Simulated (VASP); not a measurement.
A run of VASP 6.6.1 is set up as follows.

Contents of INCAR:

```
SYSTEM = Si7B
ALGO = Normal
EDIFF = 1E-6
ENCUT = 520
GGA = PE
ISIF = 2
ISMEAR = 0
LASPH = .TRUE.
LCHARG = .FALSE.
LREAL = .FALSE.
LWAVE = .FALSE.
NBANDS = 26
NELM = 60
PREC = Accurate
SIGMA = 0.2
```

The input KPOINTS:

```
k-points
0
G
  3 3 3
  0 0 0
```

POSCAR

```
Si7B
1.0
    5.2685393686      0.0000000000      0.0000000000
    0.0000000000      5.2685393686      0.0000000000
    0.0000000000      0.0000000000      5.2685393686
Si B
7 1
Direct
    0.2271529265      0.2271529265      0.2271529265
    0.0000000000      0.5000000000      0.5000000000
    0.5000000000      0.5000000000      0.0000000000
    0.5000000000      0.0000000000      0.5000000000
    0.7728470735      0.2271529265      0.7728470735
    0.7728470735      0.7728470735      0.2271529265
    0.2271529265      0.7728470735      0.7728470735
    0.0000000000      0.0000000000      0.0000000000
```

Potentials or basis: VASP PAW PBE potentials, release 64 (Si, B).

Command:

```bash
$ cat potpaw_PBE.64/Si/POTCAR potpaw_PBE.64/B/POTCAR > POTCAR
$ mpirun -np 1 vasp_std > vasp.out
```

What does it give for the largest force?

0.004 eV/Å.

Predict the pressure.

-0.2 GPa.

Estimate the band gap on the k mesh.

zero (an odd number of electrons rules out a gap without spin polarisation).

Forces in eV/Å, atoms in the order of the input:
```
Si  -0.002 -0.002 -0.002
Si   0.000  0.000  0.000
Si   0.000  0.000  0.000
Si   0.000  0.000  0.000
Si   0.002 -0.002  0.002
Si   0.002  0.002 -0.002
Si  -0.002  0.002  0.002
B    0.000  0.000  0.000
```

Caveat: the k points lie up to 0.40 Å⁻¹ apart, too coarse for converged energies and pressures of a metal.
